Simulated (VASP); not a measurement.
**HfNb2CN2: relaxation of cell and atoms with PBE**

The system is HfNb2CN2.

```
Hf Nb C N
1.0
     3.16704    0.00000    0.00000
     0.00000    3.16704    0.00000
     0.00000    0.00000    8.67359
Hf Nb C N
1 2 1 2
Direct
  0.50000 0.50000 0.00000
  0.50000 0.00000 0.79618
  0.00000 0.50000 0.20382
  0.00000 0.00000 0.00000
  0.50000 0.00000 0.33952
  0.00000 0.50000 0.66048
```

The cell was generated, and may not be a known phase.

```json
{
  "Program": "VASP 6.6.1",
  "Task": "relaxation of cell and atoms",
  "Functional": "PBE",
  "Potentials or basis": "VASP PAW PBE potentials, release 64 (Hf_pv, Nb_sv, C, N)",
  "Cutoff": "600 eV",
  "k mesh": "6 × 6 × 2",
  "Occupations": "gaussian, width 0.1 eV",
  "Spin": "no spin polarisation",
  "Dipole correction": "no",
  "Further INCAR settings": "ALGO = Normal; EDIFF = 1e-07; IBRION = 2; EDIFFG = -0.04; NSW = 90; ISIF = 3"
}
```

The relaxed volume is 12.94 Å³/atom. The relaxed cell is a = 3.088 Å, b = 3.088 Å, c = 8.140 Å, α = 90.00°, β = 90.00°, γ = 90.00° and the space group after relaxing (to 0.1 Å) is P-4m2 (No. 115). The pressure after relaxing is 0.0 GPa, the largest force after relaxing is 0.011 eV/Å and the band gap on the k mesh is zero (bands 25 and 26 overlap by 1.89 eV).

Forces on the atoms (eV/Å):
```
Hf   0.000  0.000  0.000
Nb   0.000  0.000 -0.011
Nb   0.000  0.000  0.011
C    0.000  0.000  0.000
N    0.000  0.000  0.003
N    0.000  0.000 -0.003
```

Stress tensor (GPa, compression positive):
```
-0.08  0.00  0.00
 0.00 -0.08  0.00
 0.00  0.00  0.11
```

Final structure:
```
Hf Nb C N
1.0
     3.08820    0.00000    0.00000
     0.00000    3.08820    0.00000
     0.00000    0.00000    8.13964
Hf Nb C N
1 2 1 2
Direct
  0.50000 0.50000 0.00000
  0.50000 0.00000 0.62557
  0.00000 0.50000 0.37443
  0.00000 0.00000 0.00000
  0.50000 0.00000 0.35424
  0.00000 0.50000 0.64576
```

Levels at points of the mesh, in eV from the Fermi level:
```csv
k point,band 22,band 23,band 24,band 25,band 26,band 27,band 28,band 29
"(0.00, 0.00, 0.00)",-2.24,-1.29,-0.91,-0.44,-0.44,-0.32,0.61,1.50
"(0.50, 0.00, 0.00)",-2.56,-2.56,-0.32,1.25,1.41,1.50,1.99,2.04
"(0.50, 0.50, 0.00)",-2.82,-0.77,-0.77,0.02,1.01,1.01,1.87,2.78
"(0.00, 0.00, 0.50)",-2.43,-2.23,-0.47,-0.47,-0.37,0.61,1.41,1.41
"(0.50, 0.00, 0.50)",-2.98,-2.55,0.12,1.21,1.39,1.66,1.95,2.01
"(0.50, 0.50, 0.50)",-3.15,-0.62,-0.62,0.30,0.30,0.68,0.98,2.19
```

It took 69 min on 1 thread of Intel(R) Xeon(R) Platinum 8488C (Sapphire Rapids) (shared host), peak memory 0.29 GiB.

Caveat: the k points lie up to 0.39 Å⁻¹ apart in the final cell, too coarse for converged energies and pressures of a metal; spin-orbit coupling is left out, which moves the levels of the heavy elements.
